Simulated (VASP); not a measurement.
Crystal: CO2.

```
C O
1.0
     5.49707    0.00000    0.00000
     0.00000    5.49707    0.00000
     0.00000    0.00000    5.49707
C O
4 8
Direct
  0.00000 0.00000 0.00000
  0.50000 0.00000 0.50000
  0.50000 0.50000 0.00000
  0.00000 0.50000 0.50000
  0.12254 0.12254 0.12254
  0.37746 0.87746 0.62254
  0.62254 0.37746 0.87746
  0.87746 0.62254 0.37746
  0.87746 0.87746 0.87746
  0.62254 0.12254 0.37746
  0.37746 0.62254 0.12254
  0.12254 0.37746 0.62254
```

```yaml
Program: VASP 6.6.1
Task: relaxation of cell and atoms
Functional: PBEsol
Potentials_or_basis: VASP PAW PBE potentials, release 64 (C, O)
Cutoff: 600 eV
k_mesh: 4 × 4 × 4
Occupations: fermi-dirac, width 0.03 eV
Spin: no spin polarisation
```

At the start: pressure 2.4 GPa; volume 13.84 Å³/atom.

Q: How do energy, volume and symmetry change on relaxing?

A: Over 10 steps the energy falls by 3.1 meV/atom and the volume is 15.31 Å³/atom (+10.6 %); space group Pa-3 (No. 205, to 0.1 Å) before and after.

The path:
```tsv
step	energy change (eV)	largest force (eV/Å)	pressure (GPa)	volume (Å³)
1	0.0000	0.6146	2.38	166.11
2	0.4599	3.2912	-9.39	171.11
3	-0.0164	0.0742	0.31	166.86
4	-0.0164	0.0519	0.39	166.83
5	-0.0188	0.0492	0.35	167.57
6	-0.0250	0.0401	0.28	169.79
7	-0.0333	0.0129	0.17	174.29
8	-0.0372	0.0721	0.15	183.53
9	0.0135	1.1026	-3.06	187.23
10	-0.0374	0.0087	-0.03	183.71
```

Final structure:
```
C O
1.0
     5.68479    0.00000    0.00000
     0.00000    5.68479    0.00000
     0.00000    0.00000    5.68479
C O
4 8
Direct
  0.00000 0.00000 0.00000
  0.50000 0.00000 0.50000
  0.50000 0.50000 0.00000
  0.00000 0.50000 0.50000
  0.11914 0.11914 0.11914
  0.38086 0.88086 0.61914
  0.61914 0.38086 0.88086
  0.88086 0.61914 0.38086
  0.88086 0.88086 0.88086
  0.61914 0.11914 0.38086
  0.38086 0.61914 0.11914
  0.11914 0.38086 0.61914
```

Caveat: this functional lacks dispersion, which holds the molecules together, so the pressure and a relaxed volume are unreliable; the PAW data sets were made with another functional, which shifts forces and pressure a little.
